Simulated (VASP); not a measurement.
Write the native input for VASP 6.6.1 that does the following.

- Task: single point
- Functional: BLYP
- Potentials or basis: VASP PAW PBE potentials, release 64 (P)
- Cutoff: 520 eV
- k mesh: 17 × 17 × 16
- Occupations: fermi-dirac, width 0.1 eV
- Spin: no spin polarisation
- Dipole correction: no
- Further INCAR settings: ALGO = Normal; EDIFF = 1e-06; NBANDS = 12

The structure of P lies in POSCAR:

```
P
1.0
    3.4476174077      0.0000000000      0.0000000000
   -1.7238087038      2.9857242576      0.0000000000
    0.0000000000      0.0000000000      3.3298516752
P
2
Direct
    0.3333333333      0.6666666667      0.2500000000
    0.6666666667      0.3333333333      0.7500000000
```

These files were run (other wordings do the same):

INCAR

```
SYSTEM = P
AGGAC    = 1.0          
AGGAX    = 1.0          
ALDAC    = 0.0          
ALDAX    = 1.0          
ALGO     = Normal         ! electronic algorithm
EDIFF    = 1E-6           ! SCF threshold, eV
ENCUT    = 520            ! plane-wave cutoff, eV
GGA      = B5             ! functional
ISIF     = 2              ! what is computed and relaxed
ISMEAR   = -1             ! smearing method
LASPH    = .True.         ! aspherical terms in the spheres
LCHARG   = .False.        ! write CHGCAR
LREAL    = .False.        ! projectors in reciprocal space
LWAVE    = .False.        ! write WAVECAR
NBANDS   = 12             ! bands
NELM     = 60             ! most SCF steps
PREC     = Accurate       ! precision mode
SIGMA    = 0.1            ! smearing width, eV
```

KPOINTS

```
k-points
0
Gamma
  17 17 16
  0 0 0
```

Potentials or basis: VASP PAW PBE potentials, release 64 (P).

Command:

```bash
$ cat potpaw_PBE.64/P/POTCAR > POTCAR
$ mpirun -np 1 vasp_std > vasp.out
```

It gave:

```json
{"Pressure": "-0.1 GPa", "Band gap on the k mesh": "zero (band 5 reaches 9.21 eV, above the bottom of band 6 at 4.83 eV)"}
```

Caveat: the PAW data sets were made with another functional, which shifts forces and pressure a little.

It took 82 s on 1 thread of Intel Xeon 6975P-C (shared host), peak memory 0.22 GiB.
